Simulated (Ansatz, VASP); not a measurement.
# One calculation of Sb, two programs

Contents of INCAR:

```
SYSTEM = Sb
ALGO = Normal ; EDIFF = 1E-6
ENCUT = 520 ; GGA = PS
GGA_COMPAT = .False. ; ISIF = 2
ISMEAR = -1 ; LASPH = .True.
LCHARG = .True. ; LORBIT = 11
LORBMOM = .True. ; LREAL = .False.
LSORBIT = .True. ; LVHAR = .True.
LWAVE = .False. ; MAGMOM = 0 0 0
NBANDS = 16 ; NELM = 150
PREC = Accurate ; SIGMA = 0.05
```

The input KPOINTS:

```
k-points
0
Gamma
  8 8 8
  0 0 0
```

POSCAR

```
Sb
1.0
    3.1600000000      0.0000000000      0.0000000000
    0.0000000000      3.1600000000      0.0000000000
    0.0000000000      0.0000000000      3.1600000000
Sb
1
Direct
    0.0000000000      0.0000000000      0.0000000000
```

input.yaml

```yaml
crystal:
  lattice:
    - [3.16, 0.0, 0.0]
    - [0.0, 3.16, 0.0]
    - [0.0, 0.0, 3.16]
  atoms:
    - { symbol: Sb, position: [0.0, 0.0, 0.0] }
hamiltonian:
  xc: pbesol
  pseudopotentials: { kind: paw_fr }
magnetization:
  noncollinear: true
  spin_orbit: true
kpoints:
  mp_grid: { grid: [8, 8, 8] }
  band_path:
    path:
      - [[0.0, 0.0, 0.0], [0.0, 0.5, 0.0], [0.5, 0.5, 0.0], [0.0, 0.0, 0.0], [0.5, 0.5, 0.5], [0.0, 0.5, 0.0]]
      - [[0.5, 0.5, 0.0], [0.5, 0.5, 0.5]]
    npoints: 14
scf:
  occupations: { method: fermi_dirac, width: 0.05 }
  n_extra_bands: 6
output:
  forces: true
  stress: true
  eigenvalues: true
  fatbands: true
  write_density: true
  write_potential: true
  elf: true
  volumetric_format: npy
```

Alike in both runs: functional PBEsol; k mesh 8 × 8 × 8; occupations fermi-dirac, width 0.05 eV; non-collinear spin, spin-orbit coupling.

```csv
,VASP,Ansatz
version,VASP 6.6.1,Ansatz 0.2.0
potentials or method,"VASP PAW PBE potentials, release 64 (Sb)",Ansatz PAW
plane-wave cutoff (eV),520,420
valence electrons in the cell,5,15
task,single point,band structure
```

|  | VASP | Ansatz | Ansatz less VASP |
| --- | --- | --- | --- |
| pressure (GPa) | -4.5 | -4.5 | -0.05 |
| net moment per atom (μB) | 0.00 | 0.00 | 0.000 |

VASP's potentials were made for PBE, not for PBEsol. The functional is the same, so the differences come from potentials, cutoffs and numerics. VASP's potentials hold 5 valence electrons a cell and Ansatz's 15, so a difference there can come from the potentials and not from the codes.
